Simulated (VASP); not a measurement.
Input of a VASP 6.6.1 run:

The input POSCAR:

```
SrO
1.0
    0.0000000000      2.5663000000      2.5663000000
    2.5663000000      0.0000000000      2.5663000000
    2.5663000000      2.5663000000      0.0000000000
Sr O
1 1
Direct
    0.5000000000      0.5000000000      0.5000000000
    0.0000000000      0.0000000000      0.0000000000
```

File INCAR.step1:

```
SYSTEM = SrO
PREC = Accurate
ENCUT = 520
EDIFF = 1E-5
ISMEAR = -1
SIGMA = 0.05
LREAL = .False.
LASPH = .True.
NELM = 100
ALGO = Normal
ISIF = 2
LWAVE = .True.
LCHARG = .False.
GGA = PE
NBANDS = 15
```

Contents of INCAR.step2:

```
SYSTEM = SrO
PREC = Accurate
ENCUT = 520
EDIFF = 1E-7
ISMEAR = -1
SIGMA = 0.05
LREAL = .False.
LASPH = .True.
NELM = 100
ALGO = Normal
ISIF = 2
LWAVE = .False.
LCHARG = .False.
METAGGA = R2SCAN
LHFCALC = .True.
AEXX = 0.5
LMIXTAU = .True.
PRECFOCK = Normal
ISTART = 1
NBANDS = 15
```

KPOINTS

```
regular mesh
0
Gamma
  5 5 5
  0 0 0
```

Potentials or basis: VASP PAW PBE potentials, release 64 (Sr_sv, O).

The run is started by

```sh
$ cat potpaw_PBE.64/Sr_sv/POTCAR potpaw_PBE.64/O/POTCAR > POTCAR
$ cp INCAR.step1 INCAR
$ mpirun -np 1 vasp_std > vasp.out
$ cp INCAR.step2 INCAR
$ mpirun -np 1 vasp_std > vasp.out
```

Problem. Predict the band gap on the k mesh.

Solution. 8.15 eV (least direct gap 8.28 eV).

Problem. Estimate the pressure.

Solution. -0.7 GPa.

Caveat: the k points lie up to 0.42 Å⁻¹ apart; the PAW data sets were made with another functional, which shifts forces and pressure a little; an odd mesh through Γ misses points on the zone boundary, where band edges can lie.
